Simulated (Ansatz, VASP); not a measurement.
## One calculation of LiCl, two programs

```
Li Cl
1.0
     6.18962    0.00000    0.00000
    -3.09481    5.36037    0.00000
     0.00000    0.00000    3.68726
Li Cl
3 3
Cartesian
  3.7835 0.0000 2.4582
  -1.8917 3.2766 1.2291
  1.2031 2.0838 0.0000
  2.2266 0.0000 0.6145
  -1.1133 1.9283 3.0727
  1.9815 3.4321 1.8436
```

Alike in both runs: functional PBE; k mesh 6 × 6 × 6; occupations gaussian, width 0.1 eV; no spin polarisation.

Ansatz relaxed the structure, and its values are those at the end. VASP's run is a single point on that final structure, the one shown.

|  | VASP | Ansatz |
| --- | --- | --- |
| version | VASP 6.6.1 | Ansatz 0.2.0 |
| potentials or method | VASP PAW PBE potentials, release 64 (Li_sv, Cl), cutoff 520 eV | scalar-relativistic, plane waves, PAW |
| valence electrons in the cell | 30 | 30 |

```tsv
	VASP	Ansatz	Ansatz less VASP
gap on the k mesh at the Fermi level (eV)	5.83	5.82	-0.007
least direct gap on the mesh (eV)	5.83	5.82	-0.007
rms of the force components (eV/Å)	0.005	0.005	+0.0006
```

Noted on VASP's run: the cutoff is under 1.25 times that of the potentials, so the pressure is a little rough.
